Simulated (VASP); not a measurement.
# TePb in VASP: further runs, part 2 of 2

VASP 6.6.1.

## 3. Electric field gradients, PBE (z stretched by -1 % at fixed volume)

The input, INCAR:

```
SYSTEM = TePb
PREC = Accurate
ENCUT = 520
EDIFF = 1E-8
ISMEAR = -1
SIGMA = 0.08
LREAL = .False.
LASPH = .True.
NELM = 60
ALGO = Normal
ISIF = 2
LWAVE = .False.
LCHARG = .False.
GGA = PE
LEFG = .True.
NBANDS = 17
```

The input, KPOINTS:

```
regular mesh
0
Gamma
  11 11 11
  0 0 0
```

The input, POSCAR:

```
TePb
1.0
    0.0000000000      3.2432570300      3.1947300000
    3.2432570300      0.0000000000      3.1947300000
    3.2432570300      3.2432570300      0.0000000000
Te Pb
1 1
Direct
    0.5000000000      0.5000000000      0.5000000000
    0.0000000000      0.0000000000      0.0000000000
```

Potentials or basis: VASP PAW PBE potentials, release 64 (Te, Pb_d).

On the command line:

```sh
$ cat potpaw_PBE.64/Te/POTCAR potpaw_PBE.64/Pb_d/POTCAR > POTCAR
$ mpirun -np 1 vasp_std > vasp.out
```

OUTCAR:

```text
SYSTEM = TePb
   PREC = Accurate
   ENCUT = 520
   EDIFF = 1E-8
   ISMEAR = -1
   LREAL = .False.
   LASPH = .True.
   NELM = 60
   ISIF = 2
   GGA = PE

 ion  position               nearest neighbor table
   1  0.500  0.500  0.500-   2 3.19   2 3.19   2 3.24   2 3.24   2 3.24   2 3.24
   2  0.000  0.000  0.000-   1 3.19   1 3.19   1 3.24   1 3.24   1 3.24   1 3.24

  LATTYP: Found a body centered tetragonal cell.
 ALAT       =     4.5866580781
 C/A-ratio  =     1.3930534806

  Lattice vectors:

 A1 = (   0.0000000000,  -3.2432570300,  -3.1947300000)
 A2 = (   0.0000000000,   3.2432570300,  -3.1947300000)
 A3 = (   3.2432570300,   0.0000000000,   3.1947300000)

Analysis of symmetry for initial positions (statically):
=====================================================================
 Subroutine PRICEL returns:
 Original cell was already a primitive cell.

 Routine SETGRP: Setting up the symmetry group for a
 body centered tetragonal supercell.

 Subroutine GETGRP returns: Found 16 space group operations
 (whereof 16 operations were pure point group operations)
 out of a pool of 16 trial point group operations.

The static configuration has the point symmetry D_4h.

Analysis of symmetry for dynamics (positions and initial velocities):
=====================================================================
 Subroutine PRICEL returns:
 Original cell was already a primitive cell.

 Routine SETGRP: Setting up the symmetry group for a
 body centered tetragonal supercell.

 Subroutine GETGRP returns: Found 16 space group operations
 (whereof 16 operations were pure point group operations)
 out of a pool of 16 trial point group operations.
[... 152 lines left out ...]
 cond. band min:       6.4711688236   @ k =   0.4545   0.0000   0.0000
 fundamental gap:      0.8373461013
 Fermi energy:         6.0826691086

 k-point     1 :       0.0000    0.0000    0.0000
  band No.  band energies     occupation
      1     -11.0573      2.00000
      2     -11.0516      2.00000
      3     -11.0476      2.00000
      4     -11.0434      2.00000
      5     -11.0434      2.00000
      6      -6.3778      2.00000
[... 457 lines left out ...]
      4     -11.0364      2.00000
      5     -11.0351      2.00000
      6      -5.6645      2.00000
[... 9 lines left out ...]
     16      14.2834      0.00000
     17      14.5276      0.00000

 [... further k-points ...]
[... 5 lines left out ...]
  --------------------------------------------------------------------------------------
  -------------------------------------------------------------------------------------
  Total        0.6924689      0.6924689      1.5068966      0.0000000     -0.0000000      0.0000000
  in kB       16.5075999     16.5075999     35.9225495      0.0000000     -0.0000000      0.0000000
  external PRESSURE =      22.9792498 kB  Pullay stress =       0.0000000 kB

 VOLUME and BASIS-vectors are now :
 -----------------------------------------------------------------------------
  energy-cutoff  :      520.00
  volume of cell :       67.21
      direct lattice vectors                 reciprocal lattice vectors
     0.000000000  3.243257030  3.194730000    -0.154166011  0.154166011  0.156507749
     3.243257030  0.000000000  3.194730000     0.154166011 -0.154166011  0.156507749
     3.243257030  3.243257030  0.000000000     0.154166011  0.154166011 -0.156507749

 POSITION                                       TOTAL-FORCE (eV/Angst)
 -----------------------------------------------------------------------------------
      3.24326      3.24326      3.19473         0.000000     -0.000000     -0.000000
      0.00000      0.00000      0.00000        -0.000000      0.000000      0.000000
 -----------------------------------------------------------------------------------
    total drift:                               -0.000000      0.000000      0.000000

  FREE ENERGIE OF THE ION-ELECTRON SYSTEM (eV)
  ---------------------------------------------------
  free  energy   TOTEN  =        -7.4939697556 eV

  energy  without entropy=       -7.4938357712  energy(sigma->0) =       -7.49390276

 Electric field gradients (V/A^2)
---------------------------------------------------------------------
 ion       V_xx      V_yy      V_zz      V_xy      V_xz      V_yz
---------------------------------------------------------------------
   1       3.514     3.514    -7.027    -0.000    -0.000    -0.000
   2      24.720    24.720   -49.439     0.000     0.000     0.000
---------------------------------------------------------------------

 Electric field gradients after diagonalization (V/A^2)
 (convention: |V_zz| > |V_xx| > |V_yy|)
----------------------------------------------------------------------
 ion       V_xx      V_yy      V_zz     asymmetry (V_yy - V_xx)/ V_zz
----------------------------------------------------------------------
   1       3.514     3.514    -7.027       0.000
   2      24.720    24.719   -49.439       0.000
----------------------------------------------------------------------

           NMR quadrupolar parameters

 Cq : quadrupolar parameter    Cq=e*Q*V_zz/h
 eta: asymmetry parameters     (V_yy - V_xx)/ V_zz
 Q  : nuclear electric quadrupole moment in mb (millibarn)
----------------------------------------------------------------------
 ion       Cq(MHz)       eta       Q (mb)
----------------------------------------------------------------------
   1      -0.017       0.000       1.000
   2      -0.120       0.000       1.000
----------------------------------------------------------------------
```

OSZICAR:

```text
N       E                     dE             d eps       ncg     rms          rms(c)
DAV:   1     0.151361164527E+03    0.15136E+03   -0.91240E+03  4284   0.114E+03
DAV:   2     0.283187125550E+01   -0.14853E+03   -0.14391E+03  4555   0.294E+02
DAV:   3    -0.732938774876E+01   -0.10161E+02   -0.10099E+02  5551   0.839E+01
DAV:   4    -0.760287063265E+01   -0.27348E+00   -0.27329E+00  5488   0.154E+01
DAV:   5    -0.761377376188E+01   -0.10903E-01   -0.10903E-01  6210   0.276E+00    0.336E+00
DAV:   6    -0.749547268642E+01    0.11830E+00   -0.25758E-01  6297   0.357E+00    0.207E+00
DAV:   7    -0.749219067025E+01    0.32820E-02   -0.82316E-02  5433   0.140E+00    0.919E-01
DAV:   8    -0.749404275630E+01   -0.18521E-02   -0.96444E-03  5397   0.994E-01    0.146E-01
DAV:   9    -0.749392677568E+01    0.11598E-03   -0.12040E-03  6499   0.376E-01    0.648E-02
DAV:  10    -0.749396420683E+01   -0.37431E-04   -0.14628E-04  5099   0.906E-02    0.199E-02
DAV:  11    -0.749397025726E+01   -0.60504E-05   -0.34507E-05  5906   0.469E-02    0.158E-02
DAV:  12    -0.749397019295E+01    0.64312E-07   -0.18867E-06  4837   0.961E-03    0.110E-02
DAV:  13    -0.749396960261E+01    0.59034E-06   -0.85255E-07  5408   0.683E-03    0.317E-03
DAV:  14    -0.749396969788E+01   -0.95272E-07   -0.29012E-07  5981   0.415E-03    0.130E-03
DAV:  15    -0.749396972834E+01   -0.30457E-07   -0.19883E-08  4968   0.966E-04    0.818E-04
DAV:  16    -0.749396975692E+01   -0.28581E-07   -0.52058E-09  2899   0.546E-04    0.142E-04
DAV:  17    -0.749396975558E+01    0.13463E-08   -0.80742E-10  2536   0.260E-04
   1 F= -.74939698E+01 E0= -.74939028E+01  d E =-.133984E-03
```

Run time: 77 s. Hardware: 1 thread of Intel Xeon Platinum 8559C (Emerald Rapids), shared host; peak memory 0.3 GiB.

Results:

```yaml
Free_energy: -7.4940 eV
Pressure: 2.3 GPa
Band_gap_on_the_k_mesh: 0.84 eV, direct
```

Levels at points of the mesh, in eV from the valence-band top:
| k point | band 8 | band 9 | band 10 | band 11 | band 12 | band 13 |
| --- | --- | --- | --- | --- | --- | --- |
| (0.00, 0.00, 0.00) | -1.42 | -1.27 | -1.27 | 4.01 | 4.01 | 4.36 |

Electric field gradients, principal values (V/Å²):
| atom | least | middle | greatest (by size) |
| --- | --- | --- | --- |
| 1 Te | 3.514 | 3.514 | -7.027 |
| 2 Pb | 24.719 | 24.720 | -49.439 |

Caveat: without QUAD_EFG the Cq values of the log hold for a quadrupole moment of 1 mb, not for the nuclei; spin-orbit coupling is left out, which moves the levels of the heavy elements. A k mesh can miss the band edges.
